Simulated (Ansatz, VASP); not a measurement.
## Two plane-wave programs on KBF3

File INCAR:

```
ALGO = Normal ; EDIFF = 1E-7
ENCUT = 520 ; GGA = PE
ISIF = 2 ; ISMEAR = 0
ISPIN = 2 ; IVDW = 12
LASPH = True ; LCHARG = False
LORBIT = 11 ; LREAL = False
LWAVE = False ; MAGMOM = 0 0 1 1 1
NBANDS = 28 ; NELM = 150
PREC = Accurate ; SIGMA = 0.1
```

File KPOINTS:

```
k-points
0
Gamma
  6 6 4
```

Contents of POSCAR:

```
KBF3
1.0
    3.5704745106      0.0000000000      0.0000000000
   -1.7852372553      3.0921216297      0.0000000000
    0.0000000000      0.0000000000      6.7260125840
K B F
1 1 3
Direct
    0.3333333333      0.6666666667      0.7179284462
    0.0000000000      0.0000000000      0.2304750078
    0.0000000000      0.0000000000      0.0338936327
    0.3333333333      0.6666666667      0.2533827962
    0.6666666667      0.3333333333      0.5471508371
```

Input for Ansatz:

```yaml
crystal:
  lattice:
    - [3.5704745106, 0.0, 0.0]
    - [-1.7852372553, 3.0921216297, 0.0]
    - [0.0, 0.0, 6.726012584]
  atoms:
    - { symbol: K, position: [0.3333333333, 0.6666666667, 0.7179284462] }
    - { symbol: B, position: [0.0, 0.0, 0.2304750078] }
    - { symbol: F, position: [0.0, 0.0, 0.0338936327], spin: 1.0 }
    - { symbol: F, position: [0.3333333333, 0.6666666667, 0.2533827962], spin: 1.0 }
    - { symbol: F, position: [0.6666666667, 0.3333333333, 0.5471508371], spin: 1.0 }
basis:
  ecutwfc: 420
kpoints:
  mp_grid: { grid: [6, 6, 4] }
hamiltonian:
  xc: pbe
  dispersion: d3bj
scf:
  occupations: { method: gaussian, width: 0.1 }
  lower_state_search: "off"
output:
  forces: true
  stress: true
  eigenvalues: true
  populations: true
magnetization:
  spin_polarized: true
```

Alike in both runs: task single point; functional PBE; dispersion D3(BJ); k mesh 6 × 6 × 4; occupations gaussian, width 0.1 eV; collinear spin.

```csv
,VASP,Ansatz
version,VASP 6.6.1,Ansatz 0.2.0
potentials or method,"VASP PAW PBE potentials, release 64 (K_sv, B, F), cutoff 520 eV","scalar-relativistic, plane waves, PAW"
valence electrons in the cell,33,33
```

|  | VASP | Ansatz | Ansatz less VASP |
| --- | --- | --- | --- |
| gap on the k mesh at the Fermi level (eV) | none | none | - |
| pressure (GPa) | 0.2 | 0.1 | -0.10 |
| traceless stress, the component that is largest in VASP (GPa) | -0.77 | -0.20 | +0.567 |
| rms of the force components (eV/Å) | 0.159 | 0.004 | -0.1559 |
| net moment per atom (μB) | 0.19 | 0.01 | -0.182 |
| size of the moment on the site where the two differ most (μB) | 0.47 | 0.01 | -0.459 |

The net moments are unlike, so the other rows may belong to different states. Site moments also hang on the region over which each program counts them. Atom by atom the forces differ by 0.157 eV/Å (rms over components). A gap of «none» marks a metal or a gap that the smearing closes. Ansatz's warnings: dispersion switch in reach, seeded moment not kept.
